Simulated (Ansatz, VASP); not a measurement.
**Ni: VASP beside Ansatz**

POSCAR

```
Ni
1.0
    0.0000000000      1.7330608651      1.7330608651
    1.7330608651      0.0000000000      1.7330608651
    1.7330608651      1.7330608651      0.0000000000
Ni
1
Direct
    0.0000000000      0.0000000000      0.0000000000
```

File INCAR.step1:

```
ALGO = Normal
EDIFF = 1E-4
ENCUT = 520
GGA = PE
ISMEAR = 1
LASPH = T
LCHARG = F
LREAL = F
LWAVE = T
NBANDS = 11
NELM = 60
PREC = Accurate
SIGMA = 0.03
```

INCAR.step2

```
ALGO = Normal
EDIFF = 1E-6
ENCUT = 520
ISIF = 2
ISMEAR = 1
ISTART = 1
LASPH = T
LCHARG = F
LMIXTAU = T
LREAL = F
LWAVE = F
METAGGA = R2SCAN
NBANDS = 11
NELM = 60
PREC = Accurate
SIGMA = 0.03
```

KPOINTS

```
k-points
0
Gamma
  15 15 15
```

Input for Ansatz:

```yaml
crystal:
  lattice:
    - [0.0, 1.7330608651, 1.7330608651]
    - [1.7330608651, 0.0, 1.7330608651]
    - [1.7330608651, 1.7330608651, 0.0]
  atoms:
    - { symbol: Ni, position: [0.0, 0.0, 0.0] }
hamiltonian:
  xc: r2scan
  pseudopotentials:
    kind: paw
    azcp:
      Ni: "pseudopotentials/Ni.paw.azcp"
basis:
  ecutwfc: 500
  fft_grid_basis: typed
kpoints:
  mp_grid: { grid: [15, 15, 15], shift: [0, 0, 0] }
magnetization:
  spin_polarized: false
scf:
  occupations: { method: cold, width: 0.03 }
  lower_state_search: "off"
output:
  stress: true
  write_density: true
  write_potential: true
  elf: true
  volumetric_format: npy
```

Alike in both runs: task single point; functional r2SCAN; k mesh 15 × 15 × 15; no spin polarisation.

```csv
,VASP,Ansatz
version,VASP 6.6.1,Ansatz 0.2.0
potentials or method,"VASP PAW PBE potentials, release 64 (Ni), cutoff 520 eV","plane waves (500 eV) with PAW, scalar-relativistic"
occupations,"methfessel-paxton of order 1, width 0.03 eV","cold, width 0.03 eV"
valence electrons in the cell,10,18
```

Ansatz gave:

```
pressure (GPa) : -0.8
```

Problem. What did VASP give for the same quantities?

Solution. Pressure (GPa): -0.1.

VASP's potentials were made for PBE, not for r2SCAN. VASP's potentials hold 10 valence electrons a cell and Ansatz's 18, so a difference there can come from the potentials and not from the codes.
